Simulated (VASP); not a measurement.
Here is a VASP 6.6.1 calculation.

Contents of INCAR:

```
SYSTEM = NbZn3
PREC = Accurate
ENCUT = 520
EDIFF = 1E-7
ISMEAR = -1
SIGMA = 0.05
LREAL = .False.
LASPH = .True.
NELM = 100
ALGO = Normal
ISIF = 2
LWAVE = .False.
LCHARG = .False.
GGA = PS
NBANDS = 32
```

The input KPOINTS:

```
Automatic mesh
0
Gamma
  10 10 10
  0 0 0
```

POSCAR

```
NbZn3
1.0
    3.9075965199      0.0000000000      0.0000000000
    0.0000000000      3.9075965199      0.0000000000
    0.0000000000      0.0000000000      3.9075965199
Nb Zn
1 3
Direct
    0.0000000000      0.0000000000      0.0000000000
    0.0000000000      0.5000000000      0.5000000000
    0.5000000000      0.0000000000      0.5000000000
    0.5000000000      0.5000000000      0.0000000000
```

Potentials or basis: VASP PAW PBE potentials, release 64 (Nb_sv, Zn).

Run with:

```bash
$ cat potpaw_PBE.64/Nb_sv/POTCAR potpaw_PBE.64/Zn/POTCAR > POTCAR
$ mpirun -np 1 vasp_std > vasp.out
```

Problem. Estimate the pressure.

Solution. -2.7 GPa.

Caveat: the PAW data sets were made with another functional, which shifts forces and pressure a little.
